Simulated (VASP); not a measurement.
Wanted: the native input for a VASP 6.6.1 run.

| Property | Result |
| --- | --- |
| Task | single point |
| Functional | PBE |
| Potentials or basis | VASP PAW PBE potentials, release 64 (La, Si, O) |
| Cutoff | 520 eV |
| k mesh | 4 × 4 × 6 |
| Occupations | gaussian, width 0.1 eV |
| Spin | no spin polarisation |
| Dipole correction | no |
| Further INCAR settings | ALGO = Normal; EDIFF = 1e-06; NBANDS = 18 |

The structure of LaSiO lies in POSCAR:

```
LaSiO
1.0
    4.3688710600      0.0000000000      0.0000000000
    0.0000000000      4.3688710600      0.0000000000
    0.0000000000      0.0000000000      3.5628633000
La Si O
1 1 1
Direct
    0.5000000000      0.5000000000      0.0000000000
    0.0000000000      0.0000000000      0.0000000000
    0.0000000000      0.0000000000      0.5000000000
```

The cell was generated, and may not be a known phase.

One way to write it, as run:

INCAR

```
SYSTEM = LaSiO
PREC     = Accurate       ! precision mode
ENCUT    = 520            ! plane-wave cutoff, eV
EDIFF    = 1E-6           ! SCF threshold, eV
ISMEAR   = 0              ! smearing method
SIGMA    = 0.1            ! smearing width, eV
LREAL    = .FALSE.        ! projectors in reciprocal space
LASPH    = .TRUE.         ! aspherical terms in the spheres
NELM     = 100            ! most SCF steps
ALGO     = Normal         ! electronic algorithm
ISIF     = 2              ! what is computed and relaxed
LWAVE    = .FALSE.        ! write WAVECAR
LCHARG   = .TRUE.         ! write CHGCAR
GGA      = PE             ! functional
LELF     = .TRUE.         ! ELF
LVHAR    = .TRUE.       
NBANDS   = 18             ! bands
```

KPOINTS

```
regular mesh
0
G
  4 4 6
  0 0 0
```

Potentials or basis: VASP PAW PBE potentials, release 64 (La, Si, O).

Launch:

```bash
$ cat potpaw_PBE.64/La/POTCAR potpaw_PBE.64/Si/POTCAR potpaw_PBE.64/O/POTCAR > POTCAR
$ mpirun -np 1 vasp_std > vasp.out
```

It gave:

```yaml
Pressure: 0.9 GPa
Band_gap_on_the_k_mesh: zero (an odd number of electrons rules out a gap without spin polarisation)
```

Caveat: the stress differs along the axes, from -4 to 11 GPa; spin-orbit coupling is left out, which moves the levels of the heavy elements; an odd number of electrons without spin polarisation forces a metal; a magnetic or distorted state may lie lower.

Wall time 15 s on 1 thread of Intel(R) Xeon(R) 6975P-C (Granite Rapids), with other jobs on the host, peak memory 0.2 GiB.
